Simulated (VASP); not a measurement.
# ZrRe (R-3m) in VASP: notebook

The runs below take ZrRe through relaxation of cell and atoms, single point, with PBE.

Program: VASP 6.6.1. These are calculated values, not measurements. Logs are shortened: lines on timing, memory, paths and dates and some standing lists are left out, and cuts for length are marked.

## Step 1: The cell of the first run

Symmetry: R-3m, No. 166, trigonal system. Conventional cell: a = 2.782 Å, b = 2.782 Å, c = 13.290 Å, α = 90.00°, β = 90.00°, γ = 120.00°. Within 3.6 Å of Zr (site symmetry -3m) lie 6 Re at 2.74 Å and 6 Zr at 2.78 Å. Re (site symmetry -3m) has 6 Zr at 2.74 Å and 6 Re at 2.78 Å within 3.6 Å.

## Step 2: Relaxation of cell and atoms, PBE

INCAR

```
SYSTEM = ZrRe
  ALGO = Normal
  EDIFF = 1E-6
  EDIFFG = -0.04
  ENCUT = 600
  GGA = PE
  IBRION = 2
  ISIF = 3
  ISMEAR = 0
  LASPH = .TRUE.
  LCHARG = .FALSE.
  LREAL = .FALSE.
  LWAVE = .FALSE.
  NELM = 80
  NSW = 90
  PREC = Accurate
  SIGMA = 0.1
```

KPOINTS

```
k-points
0
G
  6 6 6
  0 0 0
```

POSCAR

```
ZrRe
1.0
    1.3907930168      0.8029747227      4.4299333129
   -1.3907930168      0.8029747227      4.4299333129
    0.0000000000     -1.6059494453      4.4299333129
Zr Re
1 1
Direct
    0.0000000000      0.0000000000      0.0000000000
    0.5000000000      0.5000000000      0.5000000000
```

Potentials or basis: VASP PAW PBE potentials, release 64 (Zr_sv, Re).

Run with:

```sh
> cat potpaw_PBE.64/Zr_sv/POTCAR potpaw_PBE.64/Re/POTCAR > POTCAR
> mpirun -np 1 vasp_std > vasp.out
```

OUTCAR:

```text
SYSTEM = ZrRe
   EDIFF = 1E-6
   EDIFFG = -0.04
   ENCUT = 600
   GGA = PE
   IBRION = 2
   ISIF = 3
   ISMEAR = 0
   LASPH = .TRUE.
   LREAL = .FALSE.
   NELM = 80
   NSW = 90
   PREC = Accurate

 ion  position               nearest neighbor table
   1  0.000  0.000  0.000-   2 2.74   2 2.74   2 2.74   2 2.74   2 2.74   2 2.74
   2  0.500  0.500  0.500-   1 2.74   1 2.74   1 2.74   1 2.74   1 2.74   1 2.74

  LATTYP: Found a trigonal (rhomboedric) cell.
 ALAT       =     4.7120465594
 COS(alpha) =     0.8257648184

  Lattice vectors:

 A1 = (   1.3907930168,   0.8029747227,   4.4299333129)
 A2 = (  -1.3907930168,   0.8029747227,   4.4299333129)
 A3 = (   0.0000000000,  -1.6059494453,   4.4299333129)

Analysis of symmetry for initial positions (statically):
=====================================================================
 Subroutine PRICEL returns:
 Original cell was already a primitive cell.

 Routine SETGRP: Setting up the symmetry group for a
 trigonal (rhombohedral) supercell.

 Subroutine GETGRP returns: Found 12 space group operations
 (whereof 12 operations were pure point group operations)
 out of a pool of 12 trial point group operations.

The static configuration has the point symmetry D_3d.

Analysis of symmetry for dynamics (positions and initial velocities):
=====================================================================
 Subroutine PRICEL returns:
 Original cell was already a primitive cell.

 Routine SETGRP: Setting up the symmetry group for a
 trigonal (rhombohedral) supercell.

 Subroutine GETGRP returns: Found 12 space group operations
 (whereof 12 operations were pure point group operations)
 out of a pool of 12 trial point group operations.

The dynamic configuration has the point symmetry D_3d.

 Subroutine INISYM returns: Found 12 space group operations
 (whereof 12 operations are pure point group operations),
 and found     1 'primitive' translations

----------------------------------------------------------------------------------------

                                     Primitive cell

  volume of cell :      29.6833

  direct lattice vectors                    reciprocal lattice vectors
     1.390793017  0.802974723  4.429933313     0.359507126  0.207561536  0.075245677
    -1.390793017  0.802974723  4.429933313    -0.359507126  0.207561536  0.075245677
     0.000000000 -1.605949445  4.429933313     0.000000000 -0.415123072  0.075245677

  length of vectors
     4.712046559  4.712046559  4.712046559     0.421887517  0.421887517  0.421887517

  position of ions in fractional coordinates (direct lattice)
     0.000000000  0.000000000  0.000000000
     0.500000000  0.500000000  0.500000000

  ion indices of the primitive-cell ions
   primitive index   ion index
                 1           1
                 2           2

----------------------------------------------------------------------------------------

 KPOINTS: k-points

Automatic generation of k-mesh.
 Grid dimensions read from file:
 generate k-points for:    6    6    6

 Generating k-lattice:

  Cartesian coordinates                     Fractional coordinates (reciprocal lattice)
     0.059917854  0.034593589  0.012540946     0.166666667 -0.000000000 -0.000000000
    -0.059917854  0.034593589  0.012540946    -0.000000000  0.166666667 -0.000000000
     0.000000000 -0.069187179  0.012540946     0.000000000  0.000000000  0.166666667

  Length of vectors
     0.070314586  0.070314586  0.070314586

  Shift w.r.t. Gamma in fractional coordinates (k-lattice)
     0.000000000  0.000000000  0.000000000

 Subroutine IBZKPT returns following result:
 ===========================================

 Found     32 irreducible k-points:

 Following reciprocal coordinates:
            Coordinates               Weight
  0.000000  0.000000  0.000000      1.000000
  0.166667  0.000000  0.000000      6.000000
  0.333333  0.000000  0.000000      6.000000
  0.500000  0.000000  0.000000      3.000000
  0.166667  0.166667  0.000000      6.000000
  0.333333  0.166667  0.000000     12.000000
[... 16 lines left out ...]
  0.500000  0.500000  0.166667      6.000000
 -0.333333  0.500000  0.166667     12.000000
 [... further k-points ...]
   k-points           NKPTS =     32   k-points in BZ     NKDIM =     32   number of bands    NBANDS=     13
   number of dos      NEDOS =    301   number of ions     NIONS =      2
   total plane-waves  NPLWV =  64000
   dimension x,y,z NGX =    40 NGY =   40 NGZ =   40
   dimension x,y,z NGXF=    80 NGYF=   80 NGZF=   80
   ions per type =               1   1
   NGX,Y,Z   is equivalent  to a cutoff of  14.11, 14.11, 14.11 a.u.
   NGXF,Y,Z  is equivalent  to a cutoff of  28.22, 28.22, 28.22 a.u.
 SYSTEM =  ZrRe
   PREC   = accura    normal or accurate (medium, high low for compatibility)
   ISTART =      0    job   : 0-new  1-cont  2-samecut
   ICHARG =      2    charge: 1-file 2-atom 10-const
   ISPIN  =      1    spin polarized calculation?
   LNONCOLLINEAR =      F non collinear calculations
   LSORBIT =      F    spin-orbit coupling
   LASPH  =      T    aspherical Exc in radial PAW
   ENCUT  =  600.0 eV  44.10 Ry    6.64 a.u.   9.41  9.41  9.41*2*pi/ulx,y,z
   NELM   =     80;   NELMIN=  2; NELMDL= -5     # of ELM steps
   EDIFF  = 0.1E-05   stopping-criterion for ELM
   LREAL  =      F    real-space projection
   EDIFFG = -.4E-01   stopping-criterion for IOM
   NSW    =     90    number of steps for IOM
   IBRION =      2    ionic relax: 0-MD 1-quasi-New 2-CG
   NFREE  =      1    steps in history (QN), initial steepest desc. (CG)
   ISIF   =      3    stress and relaxation
   ISYM   =      2    0-nonsym 1-usesym 2-fastsym
   POTIM  = 0.5000    time-step for ionic-motion
   TEBEG  =    0.0;   TEEND  =   0.0 temperature during run
   PSTRESS=    0.0 pullay stress
   NELECT =      19.0000    total number of electrons
   NUPDOWN=      -1.0000    fix difference up-down
   EMIN   =  10.00;   EMAX   =-10.00  energy-range for DOS
   EFERMI =   0.00;   METHOD = LEGACY
   ISMEAR =     0;   SIGMA  =   0.10  broadening in eV -4-tet -1-fermi 0-gaus
   EFERMI_NEDOS =   21; number of points for ismear=-14 and -15
   IALGO  =     38    algorithm
   IMIX   =      4    mixing-type and parameters
     AMIX     =   0.40;   BMIX     =  1.00
     AMIX_MAG =   1.60;   BMIX_MAG =  1.00
  volume/ion in A,a.u.               =      14.84       100.16
  Fermi-wavevector in a.u.,A,eV,Ry     =   1.410875  2.666166 27.083312  1.990567
  Thomas-Fermi vector in A             =   2.532784
   LORBIT       =      0    0 simple, 1 ext, 2 COOP (PROOUT), +10 PAW based schemes
   GGA     = PE    functional components
   LHFCALC =     F    Hartree Fock is set to
   AEXX    =    0.0000 exact exchange contribution
   IVDW    =     0    specifies the selected vdW correction
   LEPSILON=     F    determine dielectric tensor
   LRPA    =     F    only Hartree local field effects (RPA)
 conjugate gradient relaxation of ions
 non-spin polarized calculation
 Gauss-broadening in eV      SIGMA  =   0.10
  energy-cutoff  :      600.00
  volume of cell :       29.68
 maximum number of plane-waves:      1013
 NGX is ok and might be reduce to    40
   NGX = 19   NGY = 19   NGZ = 19

--------------------------------------- Ionic step        1  -------------------------------------------

 number of electron      19.0000000 magnetization

 Free energy of the ion-electron system (eV)
  ---------------------------------------------------
  ext. energy  EPLUGINS =         0.00000000
  ---------------------------------------------------
  free energy    TOTEN  =       -19.42856561 eV

  energy without entropy =      -19.42017917  energy(sigma->0) =      -19.42437239

 E-fermi :  11.2786     XC(G=0): -13.4803

 val. band max:       11.2730401988   @ k =   0.3333   0.0000   0.0000
 cond. band min:      11.3533648424   @ k =  -0.3333   0.1667   0.1667
 fundamental gap:      0.0803246436
 Fermi energy:        11.2785969078

 k-point     1 :       0.0000    0.0000    0.0000
  band No.  band energies     occupation
      1     -36.7984      2.00000
      2     -14.9234      2.00000
      3     -13.6213      2.00000
      4     -13.6213      2.00000
      5       2.9753      2.00000
      6       6.3355      2.00000
      7       9.8734      2.00000
      8       9.8734      2.00000
      9      10.9799      1.99998
     10      10.9799      1.99998
     11      11.4124      0.05855
     12      13.8605      0.00000
     13      14.6936      0.00000
[... 469 lines left out ...]
  FREE ENERGIE OF THE ION-ELECTRON SYSTEM (eV)
  ---------------------------------------------------
  free  energy   TOTEN  =       -20.3859942386 eV

  energy  without entropy=      -20.3733242367  energy(sigma->0) =      -20.37965924

[... ionic steps 4 to 9 ...]

--------------------------------------- Ionic step       10  -------------------------------------------

 number of electron      19.0000000 magnetization

------------------------ aborting loop because EDIFF is reached ----------------------------------------

  FORCE on cell =-STRESS in cart. coord.  units (eV):
  Direction    XX          YY          ZZ          XY          YZ          ZX
  --------------------------------------------------------------------------------------
  -------------------------------------------------------------------------------------
  Total       -0.1090286     -0.1090286     -0.2506413      0.0000000     -0.0000000      0.0000000
  in kB       -4.7511806     -4.7511806    -10.9222915      0.0000000     -0.0000000      0.0000000
  external PRESSURE =      -6.8082176 kB  Pullay stress =       0.0000000 kB
[... 57 lines left out ...]
  energy  without entropy=      -20.6267111985  energy(sigma->0) =      -20.62880762

--------------------------------------- Ionic step       12  -------------------------------------------

 number of electron      19.0000000 magnetization

 Free energy of the ion-electron system (eV)
  ---------------------------------------------------
  ext. energy  EPLUGINS =         0.00000000
  ---------------------------------------------------
  free energy    TOTEN  =       -20.63218412 eV

  energy without entropy =      -20.62796723  energy(sigma->0) =      -20.63007568

 E-fermi :   8.5763     XC(G=0): -12.3328

 val. band max:        8.5576906684   @ k =   0.5000   0.1667   0.1667
 cond. band min:       8.6567792437   @ k =   0.5000   0.0000   0.0000
 fundamental gap:      0.0990885754
 Fermi energy:         8.5762700841

 k-point     1 :       0.0000    0.0000    0.0000
  band No.  band energies     occupation
      1     -39.5619      2.00000
      2     -17.6537      2.00000
      3     -17.2080      2.00000
      4     -17.2080      2.00000
      5       1.3132      2.00000
      6       4.3878      2.00000
      7       7.0109      2.00000
      8       7.0109      2.00000
      9       7.5086      2.00000
     10       7.5086      2.00000
     11      10.6919      0.00000
     12      11.8059      0.00000
     13      12.0404      0.00000
[... 397 lines left out ...]
  FREE ENERGIE OF THE ION-ELECTRON SYSTEM (eV)
  ---------------------------------------------------
  free  energy   TOTEN  =       -20.6321841233 eV

  energy  without entropy=      -20.6279672282  energy(sigma->0) =      -20.63007568

 reached required accuracy - stopping structural energy minimisation
```

Run time: 3.3 min. Hardware: 1 thread of Intel Xeon 6975P-C (Granite Rapids), shared host; peak memory 0.26 GiB.

Results:

```yaml
Free_energy: -20.6322 eV
Relaxed_volume: 18.31 Å³/atom
Relaxed_cell: a = 4.649 Å, b = 4.649 Å, c = 4.649 Å, α = 39.53°, β = 39.53°, γ = 39.53°
Space_group_after_relaxing_to_0.1_Å: R-3m (No. 166)
Pressure_after_relaxing: 0.0 GPa
Band_gap_on_the_k_mesh: zero (an odd number of electrons rules out a gap without spin polarisation)
```

Stress tensor (GPa, compression positive):
```
 0.16  0.00  0.00
 0.00  0.16  0.00
 0.00  0.00 -0.29
```

Final structure:
```
Zr Re
1.0
     1.57186    0.90751    4.27960
    -1.57186    0.90751    4.27960
     0.00000   -1.81502    4.27960
Zr Re
1 1
Direct
  0.00000 0.00000 0.00000
  0.50000 0.50000 0.50000
```

Caveat: the k points lie up to 0.39 Å⁻¹ apart in the final cell, too coarse for converged energies and pressures of a metal; the volume moved by over 15 % at a fixed basis, so the end points are rough; spin-orbit coupling is left out, which moves the levels of the heavy elements.

## Step 3: Single point, PBE

This run uses another cell than the first one, of 18.38 Å³/atom.

INCAR

```
SYSTEM = ZrRe
  PREC = Accurate
  ENCUT = 520
  EDIFF = 1E-6
  ISMEAR = 0
  SIGMA = 0.1
  LREAL = .FALSE.
  LASPH = .TRUE.
  NELM = 100
  ALGO = Fast
  ISIF = 2
  LWAVE = .FALSE.
  LCHARG = .FALSE.
  GGA = PE
  NBANDS = 16
```

KPOINTS

```
regular mesh
0
G
  24 24 24
  0 0 0
```

POSCAR

```
ZrRe
1.0
    1.5754653872      0.9095953654      4.2742186003
   -1.5754653872      0.9095953654      4.2742186003
    0.0000000000     -1.8191907308      4.2742186003
Zr Re
1 1
Direct
    0.0000000000      0.0000000000      0.0000000000
    0.5000000000      0.5000000000      0.5000000000
```

Potentials or basis: VASP PAW PBE potentials, release 64 (Zr_sv, Re).

Run with:

```sh
> cat potpaw_PBE.64/Zr_sv/POTCAR potpaw_PBE.64/Re/POTCAR > POTCAR
> mpirun -np 1 vasp_std > vasp.out
```

Run time: 28 min. Hardware: 1 thread of Intel Xeon 6975P-C (Granite Rapids), shared host; peak memory 0.95 GiB.

The run converged. Its results:

| Item | Value |
| --- | --- |
| Free energy | -20.5916 eV |
| Pressure | -0.1 GPa |
| Band gap on the k mesh | zero (an odd number of electrons rules out a gap without spin polarisation) |

Stress tensor (GPa, compression positive):
```
 0.03  0.00  0.00
 0.00  0.03  0.00
 0.00  0.00 -0.45
```

Levels at points of the mesh, in eV from the Fermi level:
```
           k point  band 8  band 9  band 10  band 11  band 12  band 13
(0.00, 0.00, 0.00)   -1.58   -1.09    -1.09     2.15     3.26     3.46
(0.50, 0.00, 0.00)   -1.31   -0.97     0.07     0.66     2.29     2.32
(0.50, 0.50, 0.00)   -1.54    0.69     1.80     2.25     3.54     3.79
(0.50, 0.50, 0.50)   -0.83   -0.83     0.64     0.64     1.18     1.30
```

Caveat: spin-orbit coupling is left out, which moves the levels of the heavy elements.

The gap in the log of VASP goes by the Fermi energy; the results here count the filled bands.